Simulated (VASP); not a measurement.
A run of VASP 6.6.1:

Contents of POSCAR:

```
Ag
1.0
    2.9036957664      0.0000000000      0.0000000000
   -1.4518478832      2.5146742985      0.0000000000
    0.0000000000      0.0000000000      9.4956926590
Ag
4
Direct
    0.3333333333      0.6666666667      0.1250000000
    0.3333333333      0.6666666667      0.6250000000
    0.6666666667      0.3333333333      0.3750000000
    0.6666666667      0.3333333333      0.8750000000
```

The input INCAR.step1:

```
PREC = Accurate ; ENCUT = 520
ISMEAR = 0 ; SIGMA = 0.15
LREAL = False ; LASPH = True
NELM = 100 ; NBANDS = 30
GGA = PE ; ALGO = Normal
EDIFF = 1E-4 ; LWAVE = True
LCHARG = False
```

File INCAR.step2:

```
PREC = Accurate ; ENCUT = 520
EDIFF = 1E-7 ; ISMEAR = 0
SIGMA = 0.15 ; LREAL = False
LASPH = True ; NELM = 100
ALGO = Normal ; ISIF = 2
LWAVE = False ; LCHARG = True
METAGGA = R2SCAN ; LMIXTAU = True
LELF = True ; LVHAR = True
NBANDS = 30 ; ISTART = 1
```

The input KPOINTS:

```
regular mesh
0
Gamma
  12 12 4
```

Potentials or basis: VASP PAW PBE potentials, release 64 (Ag).

The run is started by

```sh
$ cat potpaw_PBE.64/Ag/POTCAR > POTCAR
$ cp INCAR.step1 INCAR
$ mpirun -np 1 vasp_std > vasp.out
$ cp INCAR.step2 INCAR
$ mpirun -np 1 vasp_std > vasp.out
```

Hardware: 1 thread of Intel Xeon 6975P-C (shared host).

Q: How long does it take, and how much memory?

A: It took 4.9 min on 1 thread of Intel Xeon 6975P-C, on a shared host, peak memory 0.26 GiB. Counts: k points 57.
